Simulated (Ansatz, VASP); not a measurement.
## Rb: VASP beside Ansatz

INCAR

```
SYSTEM = Rb
PREC = Accurate
ENCUT = 520
EDIFF = 1E-6
ISMEAR = 0
SIGMA = 0.15
LREAL = .FALSE.
LASPH = .TRUE.
NELM = 60
ALGO = Fast
ISIF = 2
LWAVE = .FALSE.
LCHARG = .FALSE.
GGA = CA
NBANDS = 10
```

Contents of KPOINTS:

```
regular mesh
0
G
  12 12 12
  0 0 0
```

The input POSCAR:

```
Rb
1.0
    0.0000000000      4.0858380820      2.8886875240
    4.0858380820      0.0000000000      2.8886875240
    4.0858380820      4.0858380820      0.0000000000
Rb
1
Direct
    0.0000000000      0.0000000000      0.0000000000
```

Input for Ansatz:

```yaml
crystal:
  lattice:
    - [0.0, 4.085838082, 2.888687524]
    - [4.085838082, 0.0, 2.888687524]
    - [4.085838082, 4.085838082, 0.0]
  atoms:
    - { symbol: Rb, position: [0.0, 0.0, 0.0] }
basis:
  ecutwfc: 420
kpoints:
  mp_grid: { grid: [12, 12, 12] }
hamiltonian:
  xc: lda
scf:
  occupations: { method: gaussian, width: 0.15 }
output:
  forces: true
  stress: true
  eigenvalues: true
```

Alike in both runs: task single point; functional LDA; k mesh 12 × 12 × 12; occupations gaussian, width 0.15 eV; no spin polarisation.

|  | VASP | Ansatz |
| --- | --- | --- |
| version | VASP 6.6.1 | Ansatz 0.2.0 |
| potentials or method | VASP PAW LDA potentials, release 64 (Rb_sv), cutoff 520 eV | scalar-relativistic, plane waves, PAW |
| valence electrons in the cell | 9 | 9 |

|  | VASP | Ansatz | Ansatz less VASP |
| --- | --- | --- | --- |
| gap on the k mesh at the Fermi level (eV) | none | none | - |
| pressure (GPa) | -0.5 | -0.5 | 0.00 |

LDA's correlation is that of Perdew and Zunger in VASP and of Perdew and Wang (1992) in Ansatz. A gap of «none» marks a metal or a gap that the smearing closes.
